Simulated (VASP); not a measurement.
# S2O (antifluorite type) (Fm-3m) in VASP: single point with PBE

Aim: the single point of S2O (antifluorite type) with PBE.

All numbers are computed with VASP 6.6.1; they aren't measurements. Logs are shortened: lines on timing, memory, paths and dates and some standing lists are left out, and cuts for length are marked.

**1. The cell of the first run**

It takes space group Fm-3m (No. 225, cubic). The conventional cell has a = 5.435 Å, b = 5.435 Å, c = 5.435 Å, α = 90.00°, β = 90.00°, γ = 90.00°. Within 3.1 Å of S (site symmetry -43m) lie 4 O at 2.35 Å and 6 S at 2.72 Å. Within 3.1 Å of O (site symmetry m-3m) lie 8 S at 2.35 Å.

**2. Single point, PBE**

File INCAR:

```
  PREC = Accurate
  ENCUT = 520
  EDIFF = 1E-6
  ISMEAR = -1
  SIGMA = 0.06122561905347299
  LREAL = F
  LASPH = T
  NELM = 100
  ALGO = Normal
  ISIF = 2
  LWAVE = F
  LCHARG = F
  GGA = PE
  NBANDS = 16
```

File KPOINTS:

```
regular mesh
0
Gamma
  34 34 34
```

File POSCAR:

```
S2O
1.0
    0.0000000000      2.7173595593      2.7173595593
    2.7173595593      0.0000000000      2.7173595593
    2.7173595593      2.7173595593      0.0000000000
S O
2 1
Direct
    0.2500000000      0.2500000000      0.2500000000
    0.7500000000      0.7500000000      0.7500000000
    0.0000000000      0.0000000000      0.0000000000
```

Potentials or basis: VASP PAW PBE potentials, release 64 (S, O).

Launch:

```console
> cat potpaw_PBE.64/S/POTCAR potpaw_PBE.64/O/POTCAR > POTCAR
> mpirun -np 1 vasp_std > vasp.out
```

OUTCAR:

```text
PREC = Accurate
   ENCUT = 520
   EDIFF = 1E-6
   ISMEAR = -1
   LREAL = F
   LASPH = T
   NELM = 100
   ISIF = 2
   GGA = PE

 ion  position               nearest neighbor table
   1  0.250  0.250  0.250-   3 2.35   3 2.35   3 2.35   3 2.35   2 2.72   2 2.72   2 2.72   2 2.72
                             2 2.72   2 2.72
   2  0.750  0.750  0.750-   3 2.35   3 2.35   3 2.35   3 2.35   1 2.72   1 2.72   1 2.72   1 2.72
                             1 2.72   1 2.72
   3  0.000  0.000  0.000-   2 2.35   2 2.35   2 2.35   1 2.35   2 2.35   1 2.35   1 2.35   1 2.35

  LATTYP: Found a face centered cubic cell.
 ALAT       =     5.4347191186

  Lattice vectors:

 A1 = (   0.0000000000,   2.7173595593,   2.7173595593)
 A2 = (   2.7173595593,   0.0000000000,   2.7173595593)
 A3 = (   2.7173595593,   2.7173595593,   0.0000000000)

Analysis of symmetry for initial positions (statically):
=====================================================================
 Subroutine PRICEL returns:
 Original cell was already a primitive cell.

 Routine SETGRP: Setting up the symmetry group for a
 face centered cubic supercell.

 Subroutine GETGRP returns: Found 48 space group operations
 (whereof 48 operations were pure point group operations)
 out of a pool of 48 trial point group operations.

The static configuration has the point symmetry O_h .

Analysis of symmetry for dynamics (positions and initial velocities):
=====================================================================
 Subroutine PRICEL returns:
 Original cell was already a primitive cell.

 Routine SETGRP: Setting up the symmetry group for a
 face centered cubic supercell.

 Subroutine GETGRP returns: Found 48 space group operations
 (whereof 48 operations were pure point group operations)
 out of a pool of 48 trial point group operations.

The dynamic configuration has the point symmetry O_h .

 Subroutine INISYM returns: Found 48 space group operations
 (whereof 48 operations are pure point group operations),
 and found     1 'primitive' translations

----------------------------------------------------------------------------------------

                                     Primitive cell

  volume of cell :      40.1302

  direct lattice vectors                    reciprocal lattice vectors
     0.000000000  2.717359559  2.717359559    -0.184002150  0.184002150  0.184002150
     2.717359559  0.000000000  2.717359559     0.184002150 -0.184002150  0.184002150
     2.717359559  2.717359559  0.000000000     0.184002150  0.184002150 -0.184002150

  length of vectors
     3.842926743  3.842926743  3.842926743     0.318701072  0.318701072  0.318701072

  position of ions in fractional coordinates (direct lattice)
     0.250000000  0.250000000  0.250000000
     0.750000000  0.750000000  0.750000000
     0.000000000  0.000000000  0.000000000

  ion indices of the primitive-cell ions
   primitive index   ion index
                 1           1
                 2           2
                 3           3

----------------------------------------------------------------------------------------

 KPOINTS: regular mesh

Automatic generation of k-mesh.
 Grid dimensions read from file:
 generate k-points for:   34   34   34

 Generating k-lattice:

  Cartesian coordinates                     Fractional coordinates (reciprocal lattice)
    -0.005411828  0.005411828  0.005411828     0.029411765  0.000000000  0.000000000
     0.005411828 -0.005411828  0.005411828     0.000000000  0.029411765  0.000000000
     0.005411828  0.005411828 -0.005411828     0.000000000  0.000000000  0.029411765

  Length of vectors
     0.009373561  0.009373561  0.009373561

  Shift w.r.t. Gamma in fractional coordinates (k-lattice)
     0.000000000  0.000000000  0.000000000

 Subroutine IBZKPT returns following result:
 ===========================================

 Found   1059 irreducible k-points:

 Following reciprocal coordinates:
            Coordinates               Weight
  0.000000  0.000000  0.000000      1.000000
  0.029412  0.000000  0.000000      8.000000
  0.058824  0.000000  0.000000      8.000000
  0.088235  0.000000  0.000000      8.000000
  0.117647  0.000000  0.000000      8.000000
  0.147059  0.000000  0.000000      8.000000
[... 16 lines left out ...]
  0.147059  0.029412  0.000000     24.000000
  0.176471  0.029412  0.000000     24.000000
 [... further k-points ...]
   k-points           NKPTS =   1059   k-points in BZ     NKDIM =   1059   number of bands    NBANDS=     16
   number of dos      NEDOS =    301   number of ions     NIONS =      3
   total plane-waves  NPLWV =  27000
   dimension x,y,z NGX =    30 NGY =   30 NGZ =   30
   dimension x,y,z NGXF=    60 NGYF=   60 NGZF=   60
   ions per type =               2   1
   NGX,Y,Z   is equivalent  to a cutoff of  12.98, 12.98, 12.98 a.u.
   NGXF,Y,Z  is equivalent  to a cutoff of  25.96, 25.96, 25.96 a.u.
 SYSTEM =  unknown system
   PREC   = accura    normal or accurate (medium, high low for compatibility)
   ISTART =      0    job   : 0-new  1-cont  2-samecut
   ICHARG =      2    charge: 1-file 2-atom 10-const
   ISPIN  =      1    spin polarized calculation?
   LNONCOLLINEAR =      F non collinear calculations
   LSORBIT =      F    spin-orbit coupling
   LASPH  =      T    aspherical Exc in radial PAW
   ENCUT  =  520.0 eV  38.22 Ry    6.18 a.u.   7.15  7.15  7.15*2*pi/ulx,y,z
   NELM   =    100;   NELMIN=  2; NELMDL= -5     # of ELM steps
   EDIFF  = 0.1E-05   stopping-criterion for ELM
   LREAL  =      F    real-space projection
   EDIFFG = 0.1E-04   stopping-criterion for IOM
   NSW    =      0    number of steps for IOM
   IBRION =     -1    ionic relax: 0-MD 1-quasi-New 2-CG
   NFREE  =      0    steps in history (QN), initial steepest desc. (CG)
   ISIF   =      2    stress and relaxation
   ISYM   =      2    0-nonsym 1-usesym 2-fastsym
   POTIM  = 0.5000    time-step for ionic-motion
   TEBEG  =    0.0;   TEEND  =   0.0 temperature during run
   PSTRESS=    0.0 pullay stress
   NELECT =      18.0000    total number of electrons
   NUPDOWN=      -1.0000    fix difference up-down
   EMIN   =  10.00;   EMAX   =-10.00  energy-range for DOS
   EFERMI =   0.00;   METHOD = LEGACY
   ISMEAR =    -1;   SIGMA  =   0.06  broadening in eV -4-tet -1-fermi 0-gaus
   EFERMI_NEDOS =   21; number of points for ismear=-14 and -15
   IALGO  =     38    algorithm
   IMIX   =      4    mixing-type and parameters
     AMIX     =   0.40;   BMIX     =  1.00
     AMIX_MAG =   1.60;   BMIX_MAG =  1.00
  volume/ion in A,a.u.               =      13.38        90.27
  Fermi-wavevector in a.u.,A,eV,Ry     =   1.253166  2.368140 21.366925  1.570425
  Thomas-Fermi vector in A             =   2.387032
   LORBIT       =      0    0 simple, 1 ext, 2 COOP (PROOUT), +10 PAW based schemes
   GGA     = PE    functional components
   LHFCALC =     F    Hartree Fock is set to
   AEXX    =    0.0000 exact exchange contribution
   IVDW    =     0    specifies the selected vdW correction
   LEPSILON=     F    determine dielectric tensor
   LRPA    =     F    only Hartree local field effects (RPA)
 non-spin polarized calculation
  energy-cutoff  :      520.00
  volume of cell :       40.13
 maximum number of plane-waves:      1106
 NGX is ok and might be reduce to    30
   NGX = 15   NGY = 15   NGZ = 15

 number of electron      17.9999996 magnetization

 Free energy of the ion-electron system (eV)
  ---------------------------------------------------
  ext. energy  EPLUGINS =         0.00000000
  ---------------------------------------------------
  free energy    TOTEN  =        -8.98407674 eV

  energy without entropy =       -8.96118279  energy(sigma->0) =       -8.97262977

 E-fermi :   6.6672     XC(G=0): -11.1137

 val. band max:        6.6636223689   @ k =   0.5000   0.3824   0.0000
 cond. band min:       6.6672932176   @ k =  -0.4706   0.4118   0.0294
 fundamental gap:      0.0036708487
 Fermi energy:         6.6672316737

 k-point     1 :       0.0000    0.0000    0.0000
  band No.  band energies     occupation
      1     -13.0216      2.00000
      2      -6.3169      2.00000
      3      -3.0176      2.00000
      4       2.4178      2.00000
      5       2.4178      2.00000
      6       2.4178      2.00000
[... 8 lines left out ...]
     15      16.4816      0.00000
     16      16.8943      0.00000

 k-point     2 :       0.0294    0.0000    0.0000
  band No.  band energies     occupation
      1     -13.0147      2.00000
      2      -6.3238      2.00000
      3      -3.0406      2.00000
      4       2.2798      2.00000
      5       2.3673      2.00000
      6       2.3673      2.00000
[... 8 lines left out ...]
     15      16.4364      0.00000
     16      16.8978      0.00000

 k-point     3 :       0.0588    0.0000    0.0000
  band No.  band energies     occupation
      1     -12.9940      2.00000
      2      -6.3441      2.00000
      3      -3.1094      2.00000
      4       2.0760      2.00000
      5       2.2571      2.00000
      6       2.2571      2.00000
[... 8 lines left out ...]
     15      16.3265      0.00000
     16      16.9085      0.00000

 k-point     4 :       0.0882    0.0000    0.0000
  band No.  band energies     occupation
      1     -12.9600      2.00000
      2      -6.3772      2.00000
      3      -3.2229      2.00000
      4       1.9129      2.00000
      5       2.1302      2.00000
      6       2.1302      2.00000
[... 8 lines left out ...]
     15      16.1777      0.00000
     16      16.9263      0.00000
[... 324 lines left out ...]
 k-point    22 :       0.1176    0.0294    0.0000
  band No.  band energies     occupation
      1     -12.9241      2.00000
      2      -6.4115      2.00000
      3      -3.3382      2.00000
      4       1.8000      2.00000
      5       1.8677      2.00000
      6       2.2069      2.00000
[... 8 lines left out ...]
     15      16.0418      0.00000
     16      16.9491      0.00000

 k-point    23 :       0.1471    0.0294    0.0000
  band No.  band energies     occupation
      1     -12.8690      2.00000
      2      -6.4624      2.00000
      3      -3.5170      2.00000
      4       1.7376      2.00000
      5       1.7441      2.00000
      6       2.0875      2.00000
[... 8 lines left out ...]
     15      15.8576      0.00000
     16      16.9803      0.00000

 k-point    24 :       0.1765    0.0294    0.0000
  band No.  band energies     occupation
      1     -12.8027      2.00000
      2      -6.5221      2.00000
      3      -3.7275      2.00000
      4       1.6299      2.00000
      5       1.7341      2.00000
      6       1.9696      2.00000
[... 8 lines left out ...]
     15      15.6748      0.00000
     16      17.0232      0.00000

 [... further k-points ...]

------------------------ aborting loop because EDIFF is reached ----------------------------------------

  FORCE on cell =-STRESS in cart. coord.  units (eV):
  Direction    XX          YY          ZZ          XY          YZ          ZX
  --------------------------------------------------------------------------------------
  -------------------------------------------------------------------------------------
  Total        1.5025178      1.5025178      1.5025178      0.0000000      0.0000000      0.0000000
  in kB       59.9872417     59.9872417     59.9872417      0.0000000      0.0000000      0.0000000
  external PRESSURE =      59.9872417 kB  Pullay stress =       0.0000000 kB

 VOLUME and BASIS-vectors are now :
 -----------------------------------------------------------------------------
  energy-cutoff  :      520.00
  volume of cell :       40.13
      direct lattice vectors                 reciprocal lattice vectors
     0.000000000  2.717359559  2.717359559    -0.184002150  0.184002150  0.184002150
     2.717359559  0.000000000  2.717359559     0.184002150 -0.184002150  0.184002150
     2.717359559  2.717359559  0.000000000     0.184002150  0.184002150 -0.184002150

 POSITION                                       TOTAL-FORCE (eV/Angst)
 -----------------------------------------------------------------------------------
      1.35868      1.35868      1.35868         0.000000     -0.000000     -0.000000
      4.07604      4.07604      4.07604         0.000000     -0.000000      0.000000
      0.00000      0.00000      0.00000        -0.000000      0.000000     -0.000000
 -----------------------------------------------------------------------------------
    total drift:                                0.000000     -0.000000     -0.000000

  FREE ENERGIE OF THE ION-ELECTRON SYSTEM (eV)
  ---------------------------------------------------
  free  energy   TOTEN  =        -8.9840767373 eV

  energy  without entropy=       -8.9611827936  energy(sigma->0) =       -8.97262977
```

It took 6.3 min on 1 thread of Intel Xeon Platinum 8559C (Emerald Rapids), shared host; peak memory 0.62 GiB.

What came out:

```yaml
Free_energy: -8.9841 eV
Pressure: 6.0 GPa
Band_gap_on_the_k_mesh: zero (bands 9 and 10 overlap by 1.65 eV)
```

Levels at points of the mesh, in eV from the Fermi level:
| k point | band 6 | band 7 | band 8 | band 9 | band 10 | band 11 | band 12 | band 13 |
| --- | --- | --- | --- | --- | --- | --- | --- | --- |
| (0.00, 0.00, 0.00) | -4.25 | -3.80 | -3.80 | -3.80 | 1.52 | 1.52 | 1.52 | 7.08 |
| (0.50, 0.00, 0.00) | -3.37 | -2.68 | -2.68 | -0.53 | 0.18 | 0.88 | 0.88 | 9.19 |
| (0.50, 0.50, 0.00) | -5.52 | -1.47 | 0.30 | 0.30 | 1.76 | 1.76 | 2.86 | 6.04 |

Caveat: the cell stands under pressure.
